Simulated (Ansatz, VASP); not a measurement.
**One calculation of K, two programs**

```
CELL_PARAMETERS angstrom
0.00000 3.49363 3.34099
3.49363 0.00000 3.34099
3.49363 3.49363 0.00000
ATOMIC_POSITIONS crystal
K 0.00000 0.00000 0.00000
```

Change from the starting cell: strain +0.030 along x and y, -0.015 along z, atoms carried along.

Alike in both runs: task single point; functional PBE; dispersion D3(BJ); k mesh 12 × 12 × 12; occupations gaussian, width 0.15 eV; no spin polarisation.

|  | VASP | Ansatz |
| --- | --- | --- |
| version | VASP 6.6.1 | Ansatz 0.2.0 |
| potentials or method | VASP PAW PBE potentials, release 64 (K_sv), cutoff 520 eV | scalar-relativistic, plane waves, PAW |
| valence electrons in the cell | 9 | 9 |

|  | VASP | Ansatz | Ansatz less VASP |
| --- | --- | --- | --- |
| gap on the k mesh at the Fermi level (eV) | none | none | - |
| pressure (GPa) | -0.5 | -0.5 | +0.01 |

A gap of «none» marks a metal or a gap that the smearing closes.
